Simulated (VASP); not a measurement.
Input of a VASP 6.6.1 run:

POSCAR

```
BN
1.0
    2.5693894996      0.0000000000      0.0000000000
   -1.2846947498      2.2251565788      0.0000000000
    0.0000000000      0.0000000000      4.2498934949
B N
2 2
Direct
    0.3333333333      0.6666666667      0.0000783236
    0.6666666667      0.3333333333      0.5000783236
    0.3333333333      0.6666666667      0.3749216764
    0.6666666667      0.3333333333      0.8749216764
```

File INCAR.step1:

```
PREC = Accurate
ENCUT = 500
EDIFF = 1E-8
ISMEAR = 0
SIGMA = 0.01
LREAL = False
LASPH = True
NELM = 100
ALGO = Normal
LWAVE = True
LCHARG = False
GGA = PE
```

INCAR.step2

```
PREC = Accurate
ENCUT = 500
EDIFF = 1E-8
ISMEAR = 0
SIGMA = 0.01
LREAL = False
LASPH = True
NELM = 1
ALGO = Exact
LWAVE = True
LCHARG = False
GGA = PE
NBANDS = 109
LOPTICS = True
ISTART = 1
```

The input INCAR.step3:

```
PREC = Accurate
ENCUT = 500
EDIFF = 1E-8
ISMEAR = 0
SIGMA = 0.01
LREAL = False
LASPH = True
ALGO = EVGW0
LWAVE = False
LCHARG = False
GGA = PE
NELMGW = 1
NBANDS = 109
ENCUTGW = 150.0
NOMEGA = 96
PRECFOCK = Fast
ISTART = 1
NBANDSGW = 16
OMEGAMAX = 20
```

File KPOINTS:

```
regular mesh
0
Gamma
  6 6 4
```

Potentials or basis: VASP PAW PBE potentials, release 64 (B_GW, N_GW).

Command:

```sh
$ cat potpaw_PBE.64/B_GW/POTCAR potpaw_PBE.64/N_GW/POTCAR > POTCAR
$ cp INCAR.step1 INCAR
$ mpirun -np 1 vasp_std > vasp.out
$ cp INCAR.step2 INCAR
$ mpirun -np 1 vasp_std > vasp.out
$ cp INCAR.step3 INCAR
$ mpirun -np 1 vasp_std > vasp.out
```

Q: Estimate the quasiparticle gap.

A: 6.69 eV.

Q: Estimate the least direct quasiparticle gap.

A: 10.04 eV.

Q: What does it give for the least direct gap of the starting levels on the mesh?

A: 8.17 eV.

Q: Estimate the band gap of the starting levels on the mesh.

A: 5.25 eV.

Caveat: the k points lie up to 0.47 Å⁻¹ apart; bands, screening cutoff and mesh are small and nothing is extrapolated, so the quasiparticle values aren't converged; the structure was generated, so it needn't be the stable form of BN.
